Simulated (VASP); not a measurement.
Input of a VASP 6.6.1 run:

INCAR

```
SYSTEM = Ag
  ALGO = Fast
  EDIFF = 1E-6
  ENCUT = 520
  GGA = PS
  ISIF = 2
  ISMEAR = 0
  LASPH = .TRUE.
  LCHARG = .FALSE.
  LREAL = .FALSE.
  LWAVE = .FALSE.
  NBANDS = 42
  NELM = 80
  PREC = Accurate
  SIGMA = 0.15
```

KPOINTS

```
k-points
0
G
  18 18 4
  0 0 0
```

The input POSCAR:

```
Ag
1.0
    2.0431000000     -2.0431000000      0.0000000000
    2.0431000000      0.0000000000     -2.0431000000
    8.0857974596      8.0857974596      8.0857974596
Ag
6
Direct
    0.6666666667      0.6666666667      0.0842090258
    0.0000000000      0.0000000000      0.9264677352
    0.3333333333      0.3333333333      0.2526607677
    0.6666666667      0.6666666667      0.5895642515
    0.0000000000      0.0000000000      0.4211125096
    0.3333333333      0.3333333333      0.7580159933
```

Potentials or basis: VASP PAW PBE potentials, release 64 (Ag).

Command:

```sh
$ cat potpaw_PBE.64/Ag/POTCAR > POTCAR
$ mpirun -np 1 vasp_std > vasp.out
```

**Question.** Estimate the largest force.

**Answer.** 0.572 eV/Å.

**Question.** Estimate the pressure.

**Answer.** -1.4 GPa.

Stress tensor (GPa, compression positive):
```
-1.39  0.32  0.32
 0.32 -1.39  0.32
 0.32  0.32 -1.39
```

Caveat: the cell differs from its parent crystal (the distance across one plane changed); the PAW data sets were made with another functional, which shifts forces and pressure a little.
